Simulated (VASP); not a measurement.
Wanted: the native input for a VASP 6.6.1 run.

- Task: single point
- Functional: PBE
- Potentials or basis: VASP PAW PBE potentials, release 64 (Sb, O)
- Cutoff: 520 eV
- k mesh: 3 × 3 × 4
- Occupations: gaussian, width 0.1 eV
- Spin: no spin polarisation
- Dipole correction: no
- Further INCAR settings: ALGO = Normal; EDIFF = 1e-07; NBANDS = 24

The structure of Sb5O lies in POSCAR:

```
Sb5O
1.0
    6.2474672900      0.0000000000      0.0000000000
   -3.1237336400      5.4104653800      0.0000000000
    0.0000000000      0.0000000000      5.0244248900
Sb O
5 1
Direct
    0.5000000000      0.0000000000      0.5000000000
    0.5000000000      0.5000000000      0.5000000000
    0.0000000000      0.5000000000      0.5000000000
    0.3333333300      0.6666666700      0.0000000000
    0.6666666700      0.3333333300      0.0000000000
    0.0000000000      0.0000000000      0.0000000000
```

The cell was generated, and may not be a known phase.

These files were run (other wordings do the same):

INCAR

```
PREC = Accurate
ENCUT = 520
EDIFF = 1E-7
ISMEAR = 0
SIGMA = 0.1
LREAL = False
LASPH = True
NELM = 100
ALGO = Normal
ISIF = 2
LWAVE = False
LCHARG = False
GGA = PE
NBANDS = 24
```

KPOINTS

```
regular mesh
0
Gamma
  3 3 4
```

Potentials or basis: VASP PAW PBE potentials, release 64 (Sb, O).

Launch:

```sh
$ cat potpaw_PBE.64/Sb/POTCAR potpaw_PBE.64/O/POTCAR > POTCAR
$ mpirun -np 1 vasp_std > vasp.out
```

It gave:

* Pressure: 1.4 GPa
* Band gap on the k mesh: zero (an odd number of electrons rules out a gap without spin polarisation)

Caveat: the k points lie up to 0.39 Å⁻¹ apart, too coarse for converged energies and pressures of a metal; spin-orbit coupling is left out, which moves the levels of the heavy elements; an odd number of electrons without spin polarisation forces a metal; a magnetic or distorted state may lie lower.

Run time: 2.4 min on 1 thread of Oxide Virtual Turin-like Processor (shared host), peak memory 0.26 GiB.
